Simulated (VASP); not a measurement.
Input of a VASP 6.6.1 run:

Contents of INCAR:

```
SYSTEM = WC
ALGO     = Normal         ! electronic algorithm
EDIFF    = 1E-6           ! SCF threshold, eV
ENCUT    = 1300           ! plane-wave cutoff, eV
GGA      = RP             ! functional
GGA_COMPAT= .FALSE.      
ISIF     = 2              ! what is computed and relaxed
ISMEAR   = 0              ! smearing method
LASPH    = .TRUE.         ! aspherical terms in the spheres
LCHARG   = .TRUE.         ! write CHGCAR
LELF     = .TRUE.         ! ELF
LREAL    = .FALSE.        ! projectors in reciprocal space
LVHAR    = .TRUE.       
LWAVE    = .FALSE.        ! write WAVECAR
NBANDS   = 16             ! bands
NELM     = 120            ! most SCF steps
PREC     = Accurate       ! precision mode
SIGMA    = 0.05           ! smearing width, eV
```

The input KPOINTS:

```
k-points
0
G
  10 10 8
  0 0 0
```

The input POSCAR:

```
WC
1.0
    2.9128772994      0.0000000000      0.0000000000
   -1.4564386497      2.5226257394      0.0000000000
    0.0000000000      0.0000000000      2.8393261683
W C
1 1
Direct
    0.0000000000      0.0000000000      0.0000000000
    0.6666666667      0.3333333333      0.5000000000
```

Potentials or basis: VASP PAW PBE potentials, release 64 (W_sv, C_h).

Command:

```console
$ cat potpaw_PBE.64/W_sv/POTCAR potpaw_PBE.64/C_h/POTCAR > POTCAR
$ mpirun -np 1 vasp_std > vasp.out
```

(1) Predict the pressure.

(2) What does it give for the band gap on the k mesh?

Answers

(1) 8.9 GPa.

(2) zero (bands 9 and 10 overlap by 1.20 eV).

Caveat: the cell stands under pressure; the PAW data sets were made with another functional, which shifts forces and pressure a little; spin-orbit coupling is left out, which moves the levels of the heavy elements.
